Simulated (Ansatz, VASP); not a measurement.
# Two plane-wave programs on SrVO3

```
Sr V O
1.0
     3.84090    0.00000    0.00000
     0.00000    3.84090    0.00000
     0.00000    0.00000    3.84090
Sr V O
1 1 3
Cartesian
  1.9204 1.9204 1.9204
  0.0000 0.0000 0.0000
  1.9204 0.0000 0.0000
  0.0000 0.0000 1.9204
  0.0000 1.9204 0.0000
```

Alike in both runs: task single point; functional PBE; k mesh 6 × 6 × 6; occupations fermi-dirac, width 0.1 eV; collinear spin.

|  | VASP | Ansatz |
| --- | --- | --- |
| version | VASP 6.6.1 | Ansatz 0.2.0 |
| potentials or method | VASP PAW PBE potentials, release 64 (Sr_sv, V_sv, O) | plane waves, PAW |
| plane-wave cutoff (eV) | 600 | 420 |
| valence electrons in the cell | 41 | 41 |

|  | VASP | Ansatz | Ansatz less VASP |
| --- | --- | --- | --- |
| gap on the k mesh at the Fermi level (eV) | none | none | - |
| net moment per atom (μB) | 0.00 | 0.00 | 0.000 |

A gap of «none» marks a metal or a gap that the smearing closes. With one functional, cell and mesh, what is left measures potentials, basis and numerics. Ansatz's warnings: seeded moment not kept.
